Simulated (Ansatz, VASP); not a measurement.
## Two plane-wave programs on Zr2Si4GePd

```
Zr Si Ge Pd
1.0
    -2.98320    2.98320    3.72993
     2.98320   -2.98320    3.72993
     2.98320    2.98320   -3.72993
Zr Si Ge Pd
2 4 1 1
Direct
  0.50000 0.00000 0.50000
  0.00000 0.50000 0.50000
  0.95242 0.54916 0.00000
  0.54916 0.95242 0.00000
  0.04758 0.04758 0.59674
  0.45084 0.45084 0.40326
  0.50000 0.50000 0.00000
  0.00000 0.00000 0.00000
```

Change from the starting cell: species swapped into the K2SnHgSe4 type (I-42m, No. 121).

Alike in both runs: functional PBE; k mesh 8 × 8 × 8; occupations gaussian, width 0.1 eV; no spin polarisation.

Ansatz relaxed the structure, and its values are those at the end. VASP's run is a single point on that final structure, the one shown.

|  | VASP | Ansatz |
| --- | --- | --- |
| version | VASP 6.6.1 | Ansatz 0.2.0 |
| potentials or method | VASP PAW PBE potentials, release 64 (Zr_sv, Si, Ge_d, Pd), cutoff 520 eV | scalar-relativistic, plane waves, PAW |
| valence electrons in the cell | 64 | 72 |

```tsv
	VASP	Ansatz	Ansatz less VASP
gap on the k mesh at the Fermi level (eV)	none	none	-
pressure (GPa)	0.0	0.0	-0.02
```

A gap of «none» marks a metal or a gap that the smearing closes. VASP's potentials hold 64 valence electrons a cell and Ansatz's 72, so a difference there can come from the potentials and not from the codes.
